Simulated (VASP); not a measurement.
A run of VASP 6.6.1 is set up as follows.

INCAR

```
ALGO     = Normal         # electronic algorithm
EDIFF    = 1E-6           # SCF threshold, eV
ENCUT    = 600            # plane-wave cutoff, eV
GGA      = PE             # functional
GGA_COMPAT= False        
ISIF     = 2              # what is computed and relaxed
ISMEAR   = 0              # smearing method
LASPH    = True           # aspherical terms in the spheres
LCHARG   = False          # write CHGCAR
LREAL    = False          # projectors in reciprocal space
LWAVE    = False          # write WAVECAR
NBANDS   = 56             # bands
NELM     = 120            # most SCF steps
PREC     = Accurate       # precision mode
SIGMA    = 0.1            # smearing width, eV
```

File KPOINTS:

```
k-points
0
Gamma
  4 4 4
```

File POSCAR:

```
HfO2
1.0
    5.1572418855      0.0000000000     -0.0133615408
    0.0000000000      5.2141877936      0.0000000000
   -0.8764964943      0.0000000000      5.2690503222
Hf O
4 8
Direct
    0.2759886561      0.0423154789      0.2079493885
    0.7240113439      0.5423154789      0.2920506115
    0.7240113439      0.9576845211      0.7920506115
    0.2759886561      0.4576845211      0.7079493885
    0.0695368699      0.3320161407      0.3456145611
    0.9304631301      0.8320161407      0.1543854389
    0.9304631301      0.6679838593      0.6543854389
    0.0695368699      0.1679838593      0.8456145611
    0.4477785099      0.7576453495      0.4781181500
    0.5522214901      0.2576453495      0.0218818500
    0.5522214901      0.2423546505      0.5218818500
    0.4477785099      0.7423546505      0.9781181500
```

Potentials or basis: VASP PAW PBE potentials, release 64 (Hf_pv, O).

Launch:

```sh
$ cat potpaw_PBE.64/Hf_pv/POTCAR potpaw_PBE.64/O/POTCAR > POTCAR
$ mpirun -np 1 vasp_std > vasp.out
```

Task: Estimate the largest force.

Result: 0.085 eV/Å.

Task: Predict the band gap on the k mesh.

Result: 3.98 eV, indirect (least direct gap 4.07 eV).

Stress tensor (GPa, compression positive):
```
-3.25  0.00 -0.22
 0.00 -3.11  0.00
-0.22  0.00 -3.06
```

Caveat: spin-orbit coupling is left out, which moves the levels of the heavy elements. As with any semilocal functional, this PBE gap is likely too small.
